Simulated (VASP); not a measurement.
A run of VASP 6.6.1 is set up as follows.

INCAR

```
PREC = Accurate
ENCUT = 500
EDIFF = 1E-7
ISMEAR = 0
SIGMA = 0.01
LREAL = False
LASPH = True
NELM = 120
ALGO = Normal
ISIF = 3
LWAVE = False
LCHARG = False
GGA = PE
IBRION = 2
NSW = 100
EDIFFG = -0.02
PSTRESS = 200.0
GGA_COMPAT = False
NELMIN = 4
```

Contents of KPOINTS:

```
Automatic mesh
0
Gamma
  6 6 6
```

Contents of POSCAR:

```
Ge
1.0
    0.0000000000      2.8289100000      2.8289100000
    2.8289100000      0.0000000000      2.8289100000
    2.8289100000      2.8289100000      0.0000000000
Ge
2
Direct
    0.5000000000      0.5000000000      0.5000000000
    0.7500000000      0.7500000000      0.7500000000
```

Potentials or basis: VASP PAW PBE potentials, release 64 (Ge_d).

Run with:

```console
$ cat potpaw_PBE.64/Ge_d/POTCAR > POTCAR
$ mpirun -np 1 vasp_std > vasp.out
```

Task: What does it give for the band gap on the k mesh?

Result: 0.44 eV (least direct gap 1.53 eV).

Task: Predict the relaxed cell.

Result: a = 3.800 Å, b = 3.800 Å, c = 3.800 Å, α = 60.00°, β = 60.00°, γ = 60.00°.

Task: Predict the space group after relaxing (to 0.1 Å).

Result: Fd-3m (No. 227).

Final structure:
```xyz
2
Lattice="0.0000 2.6870 2.6870 2.6870 0.0000 2.6870 2.6870 2.6870 0.0000" Properties=species:S:1:pos:R:3 pbc="T T T"
Ge    2.6870    2.6870    2.6870
Ge    4.0306    4.0306    4.0306
```

Caveat: the cell is relaxed towards a set pressure, so the run minimises the enthalpy, not the energy. A k mesh can miss the band edges.
